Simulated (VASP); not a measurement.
A run of VASP 6.6.1 is set up as follows.

File INCAR:

```
SYSTEM = TaAs
  PREC = Accurate
  ENCUT = 520
  EDIFF = 1E-6
  ISMEAR = 0
  SIGMA = 0.1
  LREAL = .False.
  LASPH = .True.
  NELM = 80
  ALGO = Normal
  ISIF = 2
  LWAVE = .False.
  LCHARG = .True.
  GGA = PS
  LELF = .True.
  LVHAR = .True.
  NBANDS = 42
```

File KPOINTS:

```
regular mesh
0
Gamma
  10 10 1
  0 0 0
```

The input POSCAR:

```
TaAs
1.0
    3.4287004765      0.0000000000      0.0000000000
    0.0000000000      3.4287004765      0.0000000000
    0.0000000000      0.0000000000     17.6361302632
Ta As
4 4
Direct
    0.5000000000      0.5000000000      0.2268071249
    0.0000000000      0.5000000000      0.3909908808
    0.0000000000      0.0000000000      0.5551746368
    0.5000000000      0.0000000000      0.7193583927
    0.0000000000      0.0000000000      0.2806416073
    0.5000000000      0.0000000000      0.4448253632
    0.5000000000      0.5000000000      0.6090091192
    0.0000000000      0.5000000000      0.7731928751
```

Potentials or basis: VASP PAW PBE potentials, release 64 (Ta_pv, As).

Launch:

```sh
$ cat potpaw_PBE.64/Ta_pv/POTCAR potpaw_PBE.64/As/POTCAR > POTCAR
$ mpirun -np 1 vasp_std > vasp.out
```

(1) Estimate the band gap on the k mesh.

(2) What does it give for the largest force?

Results:

(1) zero (bands 32 and 33 overlap by 1.06 eV).

(2) 0.902 eV/Å.

Caveat: there is no dipole correction, which matters where the two faces differ; the PAW data sets were made with another functional, which shifts forces and pressure a little; spin-orbit coupling is left out, which moves the levels of the heavy elements.
